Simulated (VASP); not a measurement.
Set up this calculation in VASP 6.6.1, as the native input.

```yaml
Task: single point
Functional: r2SCAN
Potentials_or_basis: VASP PAW PBE potentials, release 64 (Mg_sv, O)
Cutoff: 660 eV
k_mesh: 9 × 9 × 9
Occupations: fermi-dirac, width 0.05 eV
Spin: no spin polarisation
Dipole_correction: no
Second_run: valence_matched
Further_INCAR_settings: ALGO = Normal; EDIFF = 1e-06; NBANDS = 15
```

The system is MgO.

```
Mg O
1.0
     0.00000    2.10000    2.10000
     2.10000    0.00000    2.10000
     2.10000    2.10000    0.00000
Mg O
1 1
Direct
  0.00000 0.00000 0.00000
  0.50000 0.50000 0.50000
```

These files were run (other wordings do the same):

POSCAR

```
MgO
1.0
    0.0000000000      2.1000000000      2.1000000000
    2.1000000000      0.0000000000      2.1000000000
    2.1000000000      2.1000000000      0.0000000000
Mg O
1 1
Direct
    0.0000000000      0.0000000000      0.0000000000
    0.5000000000      0.5000000000      0.5000000000
```

INCAR.step1

```
ALGO = Normal
EDIFF = 1E-5
ENCUT = 660
GGA = PE
GGA_COMPAT = False
ISMEAR = -1
LASPH = True
LCHARG = False
LREAL = False
LWAVE = True
NBANDS = 15
NELM = 120
PREC = Accurate
SIGMA = 0.05
```

INCAR.step2

```
ALGO = Normal
EDIFF = 1E-6
ENCUT = 660
GGA_COMPAT = False
ISIF = 2
ISMEAR = -1
ISTART = 1
LASPH = True
LCHARG = True
LELF = True
LMIXTAU = True
LREAL = False
LVHAR = True
LWAVE = False
METAGGA = R2SCAN
NBANDS = 15
NELM = 120
PREC = Accurate
SIGMA = 0.05
```

KPOINTS

```
k-points
0
Gamma
  9 9 9
```

Potentials or basis: VASP PAW PBE potentials, release 64 (Mg_sv, O).

The run is started by

```console
$ cat potpaw_PBE.64/Mg_sv/POTCAR potpaw_PBE.64/O/POTCAR > POTCAR
$ cp INCAR.step1 INCAR
$ mpirun -np 1 vasp_std > vasp.out
$ cp INCAR.step2 INCAR
$ mpirun -np 1 vasp_std > vasp.out
```

It gave:

```yaml
Pressure: 0.3 GPa
Band_gap_on_the_k_mesh: 5.74 eV, direct
```

Caveat: the PAW data sets were made with another functional, which shifts forces and pressure a little.

It took 54 s on 1 thread of Intel(R) Xeon(R) 6975P-C (Granite Rapids), on a shared host, peak memory 0.16 GiB.
